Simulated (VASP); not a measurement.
# SrMg3 (Pm-3m) in VASP: a series of runs, part 2 of 2

VASP 6.6.1. The steps go on from the part before.

### Step 5. Relaxation of cell and atoms, LDA

This run uses another cell than the first one, of 30.14 Å³/atom.

Contents of INCAR:

```
PREC = Accurate
ENCUT = 600
EDIFF = 1E-7
ISMEAR = -1
SIGMA = 0.05
LREAL = False
LASPH = True
NELM = 120
ALGO = Normal
ISIF = 3
LWAVE = False
LCHARG = False
GGA = CA
IBRION = 2
NSW = 80
EDIFFG = -0.01
GGA_COMPAT = False
NELMIN = 4
```

Contents of KPOINTS:

```
regular mesh
0
Gamma
  4 4 4
```

Contents of POSCAR:

```
SrMg3
1.0
    4.9400000000      0.0000000000      0.0000000000
    0.0000000000      4.9400000000      0.0000000000
    0.0000000000      0.0000000000      4.9400000000
Sr Mg
1 3
Direct
    0.0000000000      0.0000000000      0.0000000000
    0.0000000000      0.5000000000      0.5000000000
    0.5000000000      0.0000000000      0.5000000000
    0.5000000000      0.5000000000      0.0000000000
```

Potentials or basis: VASP PAW LDA potentials, release 64 (Sr_sv, Mg).

Command:

```bash
$ cat potpaw_LDA.64/Sr_sv/POTCAR potpaw_LDA.64/Mg/POTCAR > POTCAR
$ mpirun -np 1 vasp_std > vasp.out
```

OUTCAR:

```text
PREC = Accurate
   ENCUT = 600
   EDIFF = 1E-7
   ISMEAR = -1
   LREAL = False
   LASPH = True
   NELM = 120
   ISIF = 3
   GGA = CA
   IBRION = 2
   NSW = 80
   EDIFFG = -0.01
   NELMIN = 4

 ion  position               nearest neighbor table
   1  0.000  0.000  0.000-   2 3.49   3 3.49   4 3.49   2 3.49   3 3.49   2 3.49   4 3.49   2 3.49
                             3 3.49   4 3.49   3 3.49   4 3.49
   2  0.000  0.500  0.500-   1 3.49   3 3.49   4 3.49   1 3.49   4 3.49   1 3.49   3 3.49   1 3.49
                             3 3.49   4 3.49   4 3.49   3 3.49
   3  0.500  0.000  0.500-   1 3.49   2 3.49   4 3.49   1 3.49   4 3.49   2 3.49   4 3.49   4 3.49
                             1 3.49   2 3.49   1 3.49   2 3.49
   4  0.500  0.500  0.000-   1 3.49   2 3.49   3 3.49   2 3.49   3 3.49   1 3.49   3 3.49   3 3.49
                             1 3.49   2 3.49   2 3.49   1 3.49

  LATTYP: Found a simple cubic cell.
 ALAT       =     4.9400000000

  Lattice vectors:

 A1 = (   4.9400000000,   0.0000000000,   0.0000000000)
 A2 = (   0.0000000000,   4.9400000000,   0.0000000000)
 A3 = (   0.0000000000,   0.0000000000,   4.9400000000)

Analysis of symmetry for initial positions (statically):
=====================================================================
 Subroutine PRICEL returns:
 Original cell was already a primitive cell.

 Routine SETGRP: Setting up the symmetry group for a
 simple cubic supercell.

 Subroutine GETGRP returns: Found 48 space group operations
 (whereof 48 operations were pure point group operations)
 out of a pool of 48 trial point group operations.

The static configuration has the point symmetry O_h .

Analysis of symmetry for dynamics (positions and initial velocities):
=====================================================================
 Subroutine PRICEL returns:
 Original cell was already a primitive cell.

 Routine SETGRP: Setting up the symmetry group for a
 simple cubic supercell.

 Subroutine GETGRP returns: Found 48 space group operations
 (whereof 48 operations were pure point group operations)
 out of a pool of 48 trial point group operations.

The dynamic configuration has the point symmetry O_h .

 Subroutine INISYM returns: Found 48 space group operations
 (whereof 48 operations are pure point group operations),
 and found     1 'primitive' translations

----------------------------------------------------------------------------------------

                                     Primitive cell

  volume of cell :     120.5538

  direct lattice vectors                    reciprocal lattice vectors
     4.940000000  0.000000000  0.000000000     0.202429150  0.000000000  0.000000000
     0.000000000  4.940000000  0.000000000     0.000000000  0.202429150  0.000000000
     0.000000000  0.000000000  4.940000000     0.000000000  0.000000000  0.202429150

  length of vectors
     4.940000000  4.940000000  4.940000000     0.202429150  0.202429150  0.202429150

  position of ions in fractional coordinates (direct lattice)
     0.000000000  0.000000000  0.000000000
     0.000000000  0.500000000  0.500000000
     0.500000000  0.000000000  0.500000000
     0.500000000  0.500000000  0.000000000

  ion indices of the primitive-cell ions
   primitive index   ion index
                 1           1
                 2           2
                 3           3
                 4           4

----------------------------------------------------------------------------------------

 KPOINTS: regular mesh

Automatic generation of k-mesh.
 Grid dimensions read from file:
 generate k-points for:    4    4    4

 Generating k-lattice:

  Cartesian coordinates                     Fractional coordinates (reciprocal lattice)
     0.050607287  0.000000000  0.000000000     0.250000000  0.000000000  0.000000000
     0.000000000  0.050607287  0.000000000     0.000000000  0.250000000  0.000000000
     0.000000000  0.000000000  0.050607287     0.000000000  0.000000000  0.250000000

  Length of vectors
     0.050607287  0.050607287  0.050607287

  Shift w.r.t. Gamma in fractional coordinates (k-lattice)
     0.000000000  0.000000000  0.000000000

 Subroutine IBZKPT returns following result:
 ===========================================

 Found     10 irreducible k-points:

 Following reciprocal coordinates:
            Coordinates               Weight
  0.000000  0.000000  0.000000      1.000000
  0.250000  0.000000  0.000000      6.000000
  0.500000  0.000000  0.000000      3.000000
  0.250000  0.250000  0.000000     12.000000
  0.500000  0.250000  0.000000     12.000000
  0.500000  0.500000  0.000000      3.000000
  0.250000  0.250000  0.250000      8.000000
  0.500000  0.250000  0.250000     12.000000
  0.500000  0.500000  0.250000      6.000000
  0.500000  0.500000  0.500000      1.000000
   k-points           NKPTS =     10   k-points in BZ     NKDIM =     10   number of bands    NBANDS=     12
   number of dos      NEDOS =    301   number of ions     NIONS =      4
   total plane-waves  NPLWV =  64000
   dimension x,y,z NGX =    40 NGY =   40 NGZ =   40
   dimension x,y,z NGXF=    80 NGYF=   80 NGZF=   80
   ions per type =               1   3
   NGX,Y,Z   is equivalent  to a cutoff of  13.46, 13.46, 13.46 a.u.
   NGXF,Y,Z  is equivalent  to a cutoff of  26.92, 26.92, 26.92 a.u.
 SYSTEM =  unknown system
   PREC   = accura    normal or accurate (medium, high low for compatibility)
   ISTART =      0    job   : 0-new  1-cont  2-samecut
   ICHARG =      2    charge: 1-file 2-atom 10-const
   ISPIN  =      1    spin polarized calculation?
   LNONCOLLINEAR =      F non collinear calculations
   LSORBIT =      F    spin-orbit coupling
   LASPH  =      T    aspherical Exc in radial PAW
   ENCUT  =  600.0 eV  44.10 Ry    6.64 a.u.   9.87  9.87  9.87*2*pi/ulx,y,z
   NELM   =    120;   NELMIN=  4; NELMDL= -5     # of ELM steps
   EDIFF  = 0.1E-06   stopping-criterion for ELM
   LREAL  =      F    real-space projection
   EDIFFG = -.1E-01   stopping-criterion for IOM
   NSW    =     80    number of steps for IOM
   IBRION =      2    ionic relax: 0-MD 1-quasi-New 2-CG
   NFREE  =      1    steps in history (QN), initial steepest desc. (CG)
   ISIF   =      3    stress and relaxation
   ISYM   =      2    0-nonsym 1-usesym 2-fastsym
   POTIM  = 0.5000    time-step for ionic-motion
   TEBEG  =    0.0;   TEEND  =   0.0 temperature during run
   PSTRESS=    0.0 pullay stress
   NELECT =      16.0000    total number of electrons
   NUPDOWN=      -1.0000    fix difference up-down
   EMIN   =  10.00;   EMAX   =-10.00  energy-range for DOS
   EFERMI =   0.00;   METHOD = LEGACY
   ISMEAR =    -1;   SIGMA  =   0.05  broadening in eV -4-tet -1-fermi 0-gaus
   EFERMI_NEDOS =   21; number of points for ismear=-14 and -15
   IALGO  =     38    algorithm
   IMIX   =      4    mixing-type and parameters
     AMIX     =   0.40;   BMIX     =  1.00
     AMIX_MAG =   1.60;   BMIX_MAG =  1.00
  volume/ion in A,a.u.               =      30.14       203.38
  Fermi-wavevector in a.u.,A,eV,Ry     =   0.835067  1.578047  9.487840  0.697337
  Thomas-Fermi vector in A             =   1.948563
   LORBIT       =      0    0 simple, 1 ext, 2 COOP (PROOUT), +10 PAW based schemes
   GGA     = CA    functional components
   LHFCALC =     F    Hartree Fock is set to
   AEXX    =    0.0000 exact exchange contribution
   IVDW    =     0    specifies the selected vdW correction
   LEPSILON=     F    determine dielectric tensor
   LRPA    =     F    only Hartree local field effects (RPA)
 conjugate gradient relaxation of ions
 non-spin polarized calculation
  energy-cutoff  :      600.00
  volume of cell :      120.55
 maximum number of plane-waves:      4068
 NGX is ok and might be reduce to    40
   NGX = 19   NGY = 19   NGZ = 19

--------------------------------------- Ionic step        1  -------------------------------------------

 number of electron      16.0000001 magnetization

 Free energy of the ion-electron system (eV)
  ---------------------------------------------------
  ext. energy  EPLUGINS =         0.00000000
  ---------------------------------------------------
  free energy    TOTEN  =        -7.31512456 eV

  energy without entropy =       -7.29853538  energy(sigma->0) =       -7.30682997

------------------------ aborting loop because EDIFF is reached ----------------------------------------

  FORCE on cell =-STRESS in cart. coord.  units (eV):
  Direction    XX          YY          ZZ          XY          YZ          ZX
  --------------------------------------------------------------------------------------
  -------------------------------------------------------------------------------------
  Total       -1.4579471     -1.4579471     -1.4579471     -0.0000000     -0.0000000      0.0000000
  in kB      -19.3763297    -19.3763297    -19.3763297     -0.0000000     -0.0000000      0.0000000
  external PRESSURE =     -19.3763297 kB  Pullay stress =       0.0000000 kB
[... 63 lines left out ...]
--------------------------------------- Ionic step        3  -------------------------------------------

 number of electron      16.0000000 magnetization

 Free energy of the ion-electron system (eV)
  ---------------------------------------------------
  ext. energy  EPLUGINS =         0.00000000
  ---------------------------------------------------
  free energy    TOTEN  =        -7.37277834 eV

  energy without entropy =       -7.35311942  energy(sigma->0) =       -7.36294888

 E-fermi :   2.2853     XC(G=0):  -8.5747

 val. band max:        2.2365258361   @ k =   0.5000   0.2500   0.2500
 cond. band min:       2.3946292236   @ k =   0.5000   0.5000   0.2500
 fundamental gap:      0.1581033875
 Fermi energy:         2.2853224135

 k-point     1 :       0.0000    0.0000    0.0000
  band No.  band energies     occupation
      1     -33.0491      2.00000
      2     -15.2291      2.00000
      3     -15.2291      2.00000
      4     -15.2291      2.00000
      5      -3.6077      2.00000
      6       1.5644      2.00000
      7       1.5644      2.00000
      8       2.6849      0.00068
      9       2.6849      0.00068
     10       2.6849      0.00068
     11       4.5872      0.00000
     12       5.0739      0.00000
[... 164 lines left out ...]
  FREE ENERGIE OF THE ION-ELECTRON SYSTEM (eV)
  ---------------------------------------------------
  free  energy   TOTEN  =        -7.3727783405 eV

  energy  without entropy=       -7.3531194218  energy(sigma->0) =       -7.36294888

 reached required accuracy - stopping structural energy minimisation
```

Wall time 80 s (1 thread of Intel Xeon 8259CL, shared host); peak memory 0.21 GiB.

What came out:

- Free energy: -7.3728 eV
- Relaxed volume: 27.94 Å³/atom
- Relaxed cell: a = 4.817 Å, b = 4.817 Å, c = 4.817 Å, α = 90.00°, β = 90.00°, γ = 90.00°
- Space group after relaxing (to 0.1 Å): Pm-3m (No. 221)
- Energy gained by relaxing: 14.4 meV/atom
- Ionic steps: 3
- Pressure after relaxing: 0.0 GPa
- Band gap on the k mesh: zero (bands 8 and 9 overlap by 0.89 eV)

Step by step:
| step | energy change (eV) | largest force (eV/Å) | pressure (GPa) | volume (Å³) |
| --- | --- | --- | --- | --- |
| 1 | 0.0000 | 0.0000 | -1.94 | 120.55 |
| 2 | -0.0519 | 0.0000 | -0.67 | 114.31 |
| 3 | -0.0577 | 0.0000 | -0.04 | 111.75 |

Final structure:
```cif
data_structure
_symmetry_space_group_name_H-M 'P 1'
_symmetry_Int_Tables_number 1
_cell_length_a 4.8167
_cell_length_b 4.8167
_cell_length_c 4.8167
_cell_angle_alpha 90.000
_cell_angle_beta 90.000
_cell_angle_gamma 90.000
_cell_volume 111.75
loop_
_atom_site_label
_atom_site_type_symbol
_atom_site_fract_x
_atom_site_fract_y
_atom_site_fract_z
_atom_site_occupancy
Sr1 Sr 0.00000 0.00000 0.00000 1
Mg1 Mg 0.00000 0.50000 0.50000 1
Mg2 Mg 0.50000 0.00000 0.50000 1
Mg3 Mg 0.50000 0.50000 0.00000 1
```

### Step 6. The runs side by side

| task | cell | gap on the mesh (eV) | pressure (GPa) | relaxed volume (Å³/atom) |
| --- | --- | --- | --- | --- |
| single point | a = 4.827 Å, 4 atoms | none | -0.2 | - |
| single point | a = 4.859 Å, 4 atoms | none | -0.8 | - |
| relaxation of cell and atoms | relaxed from a = 4.827 Å, 4 atoms | none | 0.0 | 27.91 |
| relaxation of cell and atoms | relaxed from a = 4.940 Å, 4 atoms | none | 0.0 | 27.94 |

Alike in all rows: level LDA; potentials or basis VASP PAW LDA potentials, release 64 (Sr_sv, Mg); no spin polarisation; k mesh 4 × 4 × 4; cutoff (eV) 600; smearing fermi-dirac 0.05 eV.

Absolute energies hang on the potentials; compare differences alone.

The gap in the log of VASP goes by the Fermi energy; the results here count the filled bands.